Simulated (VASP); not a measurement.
AlGaN2: relaxation of cell and atoms with LDA

The system is AlGaN2.

```xyz
4
Lattice="2.9678 0.0000 0.0000 0.0000 2.9678 0.0000 0.0000 0.0000 4.1680" Properties=species:S:1:pos:R:3 pbc="T T T"
Al    1.4839    1.4839    2.0840
Ga    0.0000    0.0000    0.0000
N     1.4839    0.0000    3.0830
N     0.0000    1.4839    1.0850
```

| Item | Value |
| --- | --- |
| Program | VASP 6.6.1 |
| Task | relaxation of cell and atoms |
| Functional | LDA |
| Potentials or basis | VASP PAW LDA potentials, release 64 (Al, Ga_d, N) |
| Cutoff | 600 eV |
| k mesh | 8 × 8 × 6 |
| Occupations | gaussian, width 0.02 eV |
| Spin | no spin polarisation |
| Target pressure | 40 GPa |
| Dipole correction | no |
| Further INCAR settings | ALGO = Normal; EDIFF = 1e-06; IBRION = 2; EDIFFG = -0.008; NSW = 70; ISIF = 3 |

The relaxed volume is 9.25 Å³/atom and the relaxed cell is a = 2.979 Å, b = 2.979 Å, c = 4.168 Å, α = 90.00°, β = 90.00°, γ = 90.00°. The space group after relaxing (to 0.05 Å) is P-4m2 (No. 115). The energy change on relaxing (the enthalpy is what falls) is -17.6 meV/atom, the ionic steps are 10 and the pressure after relaxing is 40.0 GPa. The band gap on the k mesh is 3.30 eV, indirect (least direct gap 3.63 eV).

Step by step:
```csv
step,energy change (eV),largest force (eV/Å),pressure (GPa),volume (Å³)
1,0.0000,0.0868,42.65,36.71
2,-0.1962,0.0791,34.89,37.52
3,-0.0720,0.0272,39.92,36.99
4,-0.0706,0.0281,40.03,36.98
5,-0.0688,0.0091,40.04,36.98
6,-0.0686,0.0108,40.04,36.98
7,-0.0684,0.0163,40.07,36.98
8,-0.0721,0.0120,39.92,36.99
9,-0.0741,0.0084,39.78,37.00
10,-0.0705,0.0004,39.95,36.98
```

Final structure:
```xyz
4
Lattice="2.9790 0.0000 0.0000 0.0000 2.9790 0.0000 0.0000 0.0000 4.1675" Properties=species:S:1:pos:R:3 pbc="T T T"
Al    1.4895    1.4895    2.0838
Ga    2.9790    0.0000    0.0000
N     1.4895    0.0000    3.0802
N     0.0000    1.4895    1.0873
```

Levels at points of the mesh, in eV from the valence-band top:
| k point | band 10 | band 11 | band 12 | band 13 | band 14 | band 15 | band 16 | band 17 |
| --- | --- | --- | --- | --- | --- | --- | --- | --- |
| (0.00, 0.00, 0.00) | -2.81 | -0.33 | 0.00 | 0.00 | 3.63 | 4.14 | 8.28 | 12.43 |
| (0.50, 0.00, 0.00) | -3.44 | -3.25 | -1.17 | -0.86 | 7.59 | 8.27 | 8.82 | 9.48 |
| (0.50, 0.50, 0.00) | -2.72 | -2.68 | -2.68 | -2.64 | 3.30 | 3.30 | 7.19 | 9.42 |
| (0.00, 0.00, 0.50) | -1.94 | -1.94 | -1.14 | -1.14 | 5.93 | 6.09 | 9.30 | 10.06 |
| (0.50, 0.00, 0.50) | -1.15 | -1.03 | -0.68 | -0.63 | 6.49 | 7.75 | 9.97 | 10.37 |
| (0.50, 0.50, 0.50) | -4.80 | -3.92 | -3.92 | -3.80 | 6.52 | 6.52 | 10.67 | 11.52 |

It took 94 s on 1 thread of Intel Xeon 6975P-C, on a shared host, peak memory 0.18 GiB.

Caveat: the cell is relaxed towards a set pressure, so the enthalpy falls and the energy may rise. As with any semilocal functional, this LDA gap is likely too small.
